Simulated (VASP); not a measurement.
# TaN (l.f) (Fm-3m) in VASP: further runs

Runs on TaN (l.f). Level: LDA. Tasks: single point, relaxation of cell and atoms.

Everything below comes from runs of VASP 6.6.1. Logs are shortened: lines on timing, memory, paths and dates and some standing lists are left out, and cuts for length are marked.

## (1) The cell of the first run

Symmetry: Fm-3m, No. 225, cubic system. Conventional cell: a = 4.350 Å, b = 4.350 Å, c = 4.350 Å, α = 90.00°, β = 90.00°, γ = 90.00°. Within 2.9 Å of Ta (site symmetry m-3m) lie 6 N at 2.17 Å. N (site symmetry m-3m) has 6 Ta at 2.17 Å within 2.9 Å.

## (2) Single point, LDA

File INCAR:

```
SYSTEM = TaN
PREC     = Accurate       ! precision mode
ENCUT    = 600            ! plane-wave cutoff, eV
EDIFF    = 1E-6           ! SCF threshold, eV
ISMEAR   = 0              ! smearing method
SIGMA    = 0.1            ! smearing width, eV
LREAL    = .False.        ! projectors in reciprocal space
LASPH    = .True.         ! aspherical terms in the spheres
NELM     = 120            ! most SCF steps
ALGO     = Normal         ! electronic algorithm
ISIF     = 2              ! what is computed and relaxed
LWAVE    = .False.        ! write WAVECAR
LCHARG   = .True.         ! write CHGCAR
GGA      = CA             ! functional
LELF     = .True.         ! ELF
LVHAR    = .True.       
NBANDS   = 15             ! bands
GGA_COMPAT= .False.
```

File KPOINTS:

```
regular mesh
0
Gamma
  8 8 8
  0 0 0
```

File POSCAR:

```
TaN
1.0
    0.0000000000      2.1747615134      2.1747615134
    2.1747615134      0.0000000000      2.1747615134
    2.1747615134      2.1747615134      0.0000000000
Ta N
1 1
Direct
    0.0000000000      0.0000000000      0.0000000000
    0.5000000000      0.5000000000      0.5000000000
```

Potentials or basis: VASP PAW LDA potentials, release 64 (Ta_pv, N).

Started as:

```console
$ cat potpaw_LDA.64/Ta_pv/POTCAR potpaw_LDA.64/N/POTCAR > POTCAR
$ mpirun -np 1 vasp_std > vasp.out
```

OUTCAR:

```text
SYSTEM = TaN
   PREC = Accurate
   ENCUT = 600
   EDIFF = 1E-6
   ISMEAR = 0
   LREAL = .False.
   LASPH = .True.
   NELM = 120
   ISIF = 2
   GGA = CA

 ion  position               nearest neighbor table
   1  0.000  0.000  0.000-   2 2.17   2 2.17   2 2.17   2 2.17   2 2.17   2 2.17
   2  0.500  0.500  0.500-   1 2.17   1 2.17   1 2.17   1 2.17   1 2.17   1 2.17

  LATTYP: Found a face centered cubic cell.
 ALAT       =     4.3495230268

  Lattice vectors:

 A1 = (   0.0000000000,   2.1747615134,   2.1747615134)
 A2 = (   2.1747615134,   0.0000000000,   2.1747615134)
 A3 = (   2.1747615134,   2.1747615134,   0.0000000000)

Analysis of symmetry for initial positions (statically):
=====================================================================
 Subroutine PRICEL returns:
 Original cell was already a primitive cell.

 Routine SETGRP: Setting up the symmetry group for a
 face centered cubic supercell.

 Subroutine GETGRP returns: Found 48 space group operations
 (whereof 48 operations were pure point group operations)
 out of a pool of 48 trial point group operations.

The static configuration has the point symmetry O_h .

Analysis of symmetry for dynamics (positions and initial velocities):
=====================================================================
 Subroutine PRICEL returns:
 Original cell was already a primitive cell.

 Routine SETGRP: Setting up the symmetry group for a
 face centered cubic supercell.

 Subroutine GETGRP returns: Found 48 space group operations
 (whereof 48 operations were pure point group operations)
 out of a pool of 48 trial point group operations.

The dynamic configuration has the point symmetry O_h .

 Subroutine INISYM returns: Found 48 space group operations
 (whereof 48 operations are pure point group operations),
 and found     1 'primitive' translations

----------------------------------------------------------------------------------------

                                     Primitive cell

  volume of cell :      20.5715

  direct lattice vectors                    reciprocal lattice vectors
     0.000000000  2.174761513  2.174761513    -0.229910267  0.229910267  0.229910267
     2.174761513  0.000000000  2.174761513     0.229910267 -0.229910267  0.229910267
     2.174761513  2.174761513  0.000000000     0.229910267  0.229910267 -0.229910267

  length of vectors
     3.075577227  3.075577227  3.075577227     0.398216263  0.398216263  0.398216263

  position of ions in fractional coordinates (direct lattice)
     0.000000000  0.000000000  0.000000000
     0.500000000  0.500000000  0.500000000

  ion indices of the primitive-cell ions
   primitive index   ion index
                 1           1
                 2           2

----------------------------------------------------------------------------------------

 KPOINTS: regular mesh

Automatic generation of k-mesh.
 Grid dimensions read from file:
 generate k-points for:    8    8    8

 Generating k-lattice:

  Cartesian coordinates                     Fractional coordinates (reciprocal lattice)
    -0.028738783  0.028738783  0.028738783     0.125000000  0.000000000  0.000000000
     0.028738783 -0.028738783  0.028738783     0.000000000  0.125000000  0.000000000
     0.028738783  0.028738783 -0.028738783     0.000000000  0.000000000  0.125000000

  Length of vectors
     0.049777033  0.049777033  0.049777033

  Shift w.r.t. Gamma in fractional coordinates (k-lattice)
     0.000000000  0.000000000  0.000000000

 Subroutine IBZKPT returns following result:
 ===========================================

 Found     29 irreducible k-points:

 Following reciprocal coordinates:
            Coordinates               Weight
  0.000000  0.000000  0.000000      1.000000
  0.125000  0.000000  0.000000      8.000000
  0.250000  0.000000  0.000000      8.000000
  0.375000  0.000000  0.000000      8.000000
  0.500000  0.000000  0.000000      4.000000
  0.125000  0.125000  0.000000      6.000000
[... 16 lines left out ...]
  0.500000  0.250000  0.125000     48.000000
 -0.375000  0.250000  0.125000     24.000000
 [... further k-points ...]
   k-points           NKPTS =     29   k-points in BZ     NKDIM =     29   number of bands    NBANDS=     15
   number of dos      NEDOS =    301   number of ions     NIONS =      2
   total plane-waves  NPLWV =  21952
   dimension x,y,z NGX =    28 NGY =   28 NGZ =   28
   dimension x,y,z NGXF=    56 NGYF=   56 NGZF=   56
   ions per type =               1   1
   NGX,Y,Z   is equivalent  to a cutoff of  15.14, 15.14, 15.14 a.u.
   NGXF,Y,Z  is equivalent  to a cutoff of  30.27, 30.27, 30.27 a.u.
 SYSTEM =  TaN
   PREC   = accura    normal or accurate (medium, high low for compatibility)
   ISTART =      0    job   : 0-new  1-cont  2-samecut
   ICHARG =      2    charge: 1-file 2-atom 10-const
   ISPIN  =      1    spin polarized calculation?
   LNONCOLLINEAR =      F non collinear calculations
   LSORBIT =      F    spin-orbit coupling
   LASPH  =      T    aspherical Exc in radial PAW
   ENCUT  =  600.0 eV  44.10 Ry    6.64 a.u.   6.14  6.14  6.14*2*pi/ulx,y,z
   NELM   =    120;   NELMIN=  2; NELMDL= -5     # of ELM steps
   EDIFF  = 0.1E-05   stopping-criterion for ELM
   LREAL  =      F    real-space projection
   EDIFFG = 0.1E-04   stopping-criterion for IOM
   NSW    =      0    number of steps for IOM
   IBRION =     -1    ionic relax: 0-MD 1-quasi-New 2-CG
   NFREE  =      0    steps in history (QN), initial steepest desc. (CG)
   ISIF   =      2    stress and relaxation
   ISYM   =      2    0-nonsym 1-usesym 2-fastsym
   POTIM  = 0.5000    time-step for ionic-motion
   TEBEG  =    0.0;   TEEND  =   0.0 temperature during run
   PSTRESS=    0.0 pullay stress
   NELECT =      16.0000    total number of electrons
   NUPDOWN=      -1.0000    fix difference up-down
   EMIN   =  10.00;   EMAX   =-10.00  energy-range for DOS
   EFERMI =   0.00;   METHOD = LEGACY
   ISMEAR =     0;   SIGMA  =   0.10  broadening in eV -4-tet -1-fermi 0-gaus
   EFERMI_NEDOS =   21; number of points for ismear=-14 and -15
   IALGO  =     38    algorithm
   IMIX   =      4    mixing-type and parameters
     AMIX     =   0.40;   BMIX     =  1.00
     AMIX_MAG =   1.60;   BMIX_MAG =  1.00
  volume/ion in A,a.u.               =      10.29        69.41
  Fermi-wavevector in a.u.,A,eV,Ry     =   1.505543  2.845064 30.839781  2.266660
  Thomas-Fermi vector in A             =   2.616378
   LORBIT       =      0    0 simple, 1 ext, 2 COOP (PROOUT), +10 PAW based schemes
   GGA     = CA    functional components
   LHFCALC =     F    Hartree Fock is set to
   AEXX    =    0.0000 exact exchange contribution
   IVDW    =     0    specifies the selected vdW correction
   LEPSILON=     F    determine dielectric tensor
   LRPA    =     F    only Hartree local field effects (RPA)
 non-spin polarized calculation
 Gauss-broadening in eV      SIGMA  =   0.10
  energy-cutoff  :      600.00
  volume of cell :       20.57
 maximum number of plane-waves:       701
 NGX is ok and might be reduce to    28
   NGX = 13   NGY = 13   NGZ = 13

 number of electron      16.0000001 magnetization

 Free energy of the ion-electron system (eV)
  ---------------------------------------------------
  ext. energy  EPLUGINS =         0.00000000
  ---------------------------------------------------
  free energy    TOTEN  =       -24.12565097 eV

  energy without entropy =      -24.12256951  energy(sigma->0) =      -24.12411024

 E-fermi :   9.8324     XC(G=0): -13.8406

 val. band max:        9.7918591479   @ k =   0.0000   0.0000   0.0000
 cond. band min:      10.0082072007   @ k =  -0.3750   0.2500   0.1250
 fundamental gap:      0.2163480528
 Fermi energy:         9.8324148078

 k-point     1 :       0.0000    0.0000    0.0000
  band No.  band energies     occupation
      1     -25.7066      2.00000
      2     -25.7066      2.00000
      3     -25.7066      2.00000
      4      -9.0939      2.00000
      5       5.9252      2.00000
      6       5.9252      2.00000
      7       5.9252      2.00000
      8       7.5587      2.00000
      9       7.5587      2.00000
     10       7.5587      2.00000
     11       9.7919      1.43373
     12       9.7919      1.43372
     13      11.8074      0.00000
     14      19.2779      0.00000
     15      21.2706      0.00000

 k-point     2 :       0.1250    0.0000    0.0000
  band No.  band energies     occupation
      1     -25.8628      2.00000
      2     -25.7205      2.00000
      3     -25.7205      2.00000
      4      -8.6903      2.00000
      5       4.3455      2.00000
      6       4.8083      2.00000
      7       4.8083      2.00000
      8       8.1088      2.00000
      9       8.1088      2.00000
     10       8.1836      2.00000
     11      11.2224      0.00000
     12      11.2224      0.00000
     13      12.7994      0.00000
     14      20.4402      0.00000
     15      21.2704      0.00000

 k-point     3 :       0.2500    0.0000    0.0000
  band No.  band energies     occupation
      1     -26.2217      2.00000
      2     -25.7538      2.00000
      3     -25.7538      2.00000
      4      -7.6512      2.00000
      5       2.0091      2.00000
      6       3.3155      2.00000
      7       3.3155      2.00000
      8       9.0162      2.00000
      9       9.3518      2.00000
     10       9.3518      2.00000
     11      13.8520      0.00000
     12      13.8520      0.00000
     13      14.5638      0.00000
     14      21.2668      0.00000
     15      22.5115      0.00000
[... 343 lines left out ...]
 k-point    23 :       0.5000    0.2500    0.1250
  band No.  band energies     occupation
      1     -26.4642      2.00000
      2     -26.0275      2.00000
      3     -25.8559      2.00000
      4      -6.7068      2.00000
      5       0.6710      2.00000
      6       2.5598      2.00000
      7       3.0467      2.00000
      8       8.5911      2.00000
      9      11.8022      0.00000
     10      12.0238      0.00000
     11      13.6567      0.00000
     12      16.2116      0.00000
     13      18.2980      0.00000
     14      20.8453      0.00000
     15      21.3246      0.00000

 k-point    24 :      -0.3750    0.2500    0.1250
  band No.  band energies     occupation
      1     -26.5396      2.00000
      2     -26.0520      2.00000
      3     -25.8855      2.00000
      4      -6.4662      2.00000
      5       0.4477      2.00000
      6       2.5706      2.00000
      7       2.5861      2.00000
      8      10.0082      0.01292
      9      10.4746      0.00000
     10      12.5230      0.00000
     11      15.2710      0.00000
     12      16.4107      0.00000
     13      18.5182      0.00000
     14      20.4199      0.00000
     15      21.2995      0.00000

 [... further k-points ...]

------------------------ aborting loop because EDIFF is reached ----------------------------------------

  FORCE on cell =-STRESS in cart. coord.  units (eV):
  Direction    XX          YY          ZZ          XY          YZ          ZX
  --------------------------------------------------------------------------------------
  -------------------------------------------------------------------------------------
  Total        0.2427826      0.2427826      0.2427826      0.0000000     -0.0000000     -0.0000000
  in kB       18.9087695     18.9087695     18.9087695      0.0000000     -0.0000000     -0.0000000
  external PRESSURE =      18.9087695 kB  Pullay stress =       0.0000000 kB

 VOLUME and BASIS-vectors are now :
 -----------------------------------------------------------------------------
  energy-cutoff  :      600.00
  volume of cell :       20.57
      direct lattice vectors                 reciprocal lattice vectors
     0.000000000  2.174761513  2.174761513    -0.229910267  0.229910267  0.229910267
     2.174761513  0.000000000  2.174761513     0.229910267 -0.229910267  0.229910267
     2.174761513  2.174761513  0.000000000     0.229910267  0.229910267 -0.229910267

 POSITION                                       TOTAL-FORCE (eV/Angst)
 -----------------------------------------------------------------------------------
      0.00000      0.00000      0.00000         0.000000     -0.000000     -0.000000
      2.17476      2.17476      2.17476        -0.000000      0.000000      0.000000
 -----------------------------------------------------------------------------------
    total drift:                                0.000000      0.000000      0.000000

  FREE ENERGIE OF THE ION-ELECTRON SYSTEM (eV)
  ---------------------------------------------------
  free  energy   TOTEN  =       -24.1256509718 eV

  energy  without entropy=      -24.1225695071  energy(sigma->0) =      -24.12411024
```

Run time: 5.9 s. Hardware: 1 thread of Intel Xeon 6975P-C (Granite Rapids), shared host; peak memory 0.14 GiB.

Results:

```yaml
Free_energy: -24.1257 eV
Pressure: 1.9 GPa
Band_gap_on_the_k_mesh: zero (band 8 reaches 11.77 eV, above the bottom of band 9 at 7.56 eV)
```

Caveat: spin-orbit coupling is left out, which moves the levels of the heavy elements.

(Part 1 of 2 ends here.)
